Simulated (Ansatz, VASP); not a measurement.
Ag in VASP and in Ansatz

Contents of POSCAR:

```
Ag
1.0
    0.0000000000      1.8202868037      2.5738855404
    1.8202868037      0.0000000000      2.5738855404
    1.8202868037      1.8202868037      0.0000000000
Ag
1
Direct
    0.0000000000      0.0000000000      0.0000000000
```

File INCAR.step1:

```
PREC = Accurate
ENCUT = 520
ISMEAR = 0
SIGMA = 0.15
LREAL = F
LASPH = T
NELM = 60
NBANDS = 12
GGA = PE
ALGO = Normal
EDIFF = 1E-4
LWAVE = T
LCHARG = F
```

Contents of INCAR.step2:

```
PREC = Accurate
ENCUT = 520
EDIFF = 1E-6
ISMEAR = 0
SIGMA = 0.15
LREAL = F
LASPH = T
NELM = 60
ALGO = Normal
ISIF = 2
LWAVE = F
LCHARG = F
METAGGA = R2SCAN
LMIXTAU = T
NBANDS = 12
ISTART = 1
```

Contents of KPOINTS:

```
Automatic mesh
0
Gamma
  22 22 22
```

Input for Ansatz:

```yaml
crystal:
  lattice:
    - [0.0, 1.8202868037, 2.5738855404]
    - [1.8202868037, 0.0, 2.5738855404]
    - [1.8202868037, 1.8202868037, 0.0]
  atoms:
    - { symbol: Ag, position: [0.0, 0.0, 0.0] }
basis:
  ecutwfc: 500
kpoints:
  mp_grid: { grid: [22, 22, 22] }
hamiltonian:
  xc: r2scan
scf:
  occupations: { method: gaussian, width: 0.15 }
output:
  forces: true
  stress: true
  eigenvalues: true
```

Alike in both runs: task single point; functional r2SCAN; k mesh 22 × 22 × 22; occupations gaussian, width 0.15 eV; no spin polarisation.

|  | VASP | Ansatz |
| --- | --- | --- |
| version | VASP 6.6.1 | Ansatz 0.2.0 |
| potentials or method | VASP PAW PBE potentials, release 64 (Ag), cutoff 520 eV | scalar-relativistic, plane waves, PAW |
| valence electrons in the cell | 11 | 19 |

```tsv
	VASP	Ansatz	Ansatz less VASP
gap on the k mesh at the Fermi level (eV)	none	none	-
pressure (GPa)	11.3	11.0	-0.31
traceless stress, the component that is largest in VASP (GPa)	-20.82	-20.52	+0.299
```

VASP's potentials were made for PBE, not for r2SCAN. A gap of «none» marks a metal or a gap that the smearing closes. VASP's potentials hold 11 valence electrons a cell and Ansatz's 19, so a difference there can come from the potentials and not from the codes.
